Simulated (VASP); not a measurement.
A run of VASP 6.6.1 is set up as follows.

INCAR

```
SYSTEM = Cu
ALGO = Fast ; EDIFF = 1E-7
ENCUT = 520 ; GGA = PS
ISIF = 2 ; ISMEAR = -1
LASPH = .TRUE. ; LCHARG = .FALSE.
LREAL = .FALSE. ; LWAVE = .FALSE.
NBANDS = 18 ; NELM = 60
PREC = Accurate ; SIGMA = 0.05
```

Contents of KPOINTS:

```
k-points
0
G
  9 9 9
  0 0 0
```

The input POSCAR:

```
Cu
1.0
    1.2184636900     -3.9763780104      0.0000000000
    1.2184636900      3.9763780104      0.0000000000
    0.0000000000      0.0000000000      2.4507405683
Cu
2
Direct
    0.8661333500      0.1338666500      0.7500000000
    0.1338666500      0.8661333500      0.2500000000
```

Potentials or basis: VASP PAW PBE potentials, release 64 (Cu).

Launch:

```bash
$ cat potpaw_PBE.64/Cu/POTCAR > POTCAR
$ mpirun -np 1 vasp_std > vasp.out
```

Task: Estimate the largest force.

Result: 0.010 eV/Å.

Task: Estimate the band gap on the k mesh.

Result: Zero (bands 11 and 12 overlap by 5.15 eV).

Task: What does it give for the pressure?

Result: 0.8 GPa.

Stress tensor (GPa, compression positive):
```
 0.10  0.00  0.00
 0.00 -0.65  0.00
 0.00  0.00  2.84
```

Caveat: the PAW data sets were made with another functional, which shifts forces and pressure a little.
